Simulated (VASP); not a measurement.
A run of VASP 6.6.1:

INCAR

```
PREC = Accurate ; ENCUT = 600
EDIFF = 1E-7 ; ISMEAR = -1
SIGMA = 0.1 ; LREAL = False
LASPH = True ; NELM = 100
ALGO = Normal ; ISIF = 3
LWAVE = False ; LCHARG = False
GGA = PE ; IBRION = 2
NSW = 60 ; EDIFFG = -0.03
```

The input KPOINTS:

```
regular mesh
0
Gamma
  8 8 8
```

POSCAR

```
ZrB
1.0
    3.0200000000      0.0000000000      0.0000000000
    0.0000000000      3.0200000000      0.0000000000
    0.0000000000      0.0000000000      3.0200000000
Zr B
1 1
Direct
    0.0000000000      0.0000000000      0.0000000000
    0.5000000000      0.5000000000      0.5000000000
```

Potentials or basis: VASP PAW PBE potentials, release 64 (Zr_sv, B).

The run is started by

```console
$ cat potpaw_PBE.64/Zr_sv/POTCAR potpaw_PBE.64/B/POTCAR > POTCAR
$ mpirun -np 1 vasp_std > vasp.out
```

Hardware: 1 thread of Intel(R) Xeon(R) 6975P-C (Granite Rapids), on a shared host.

Q: How long does it take, and how much memory?

A: Run time: 9.1 s on 1 thread of Intel(R) Xeon(R) 6975P-C (Granite Rapids), with other jobs on the host, peak memory 0.15 GiB. Counts: scf iterations 32, k points 35, ion steps 3.
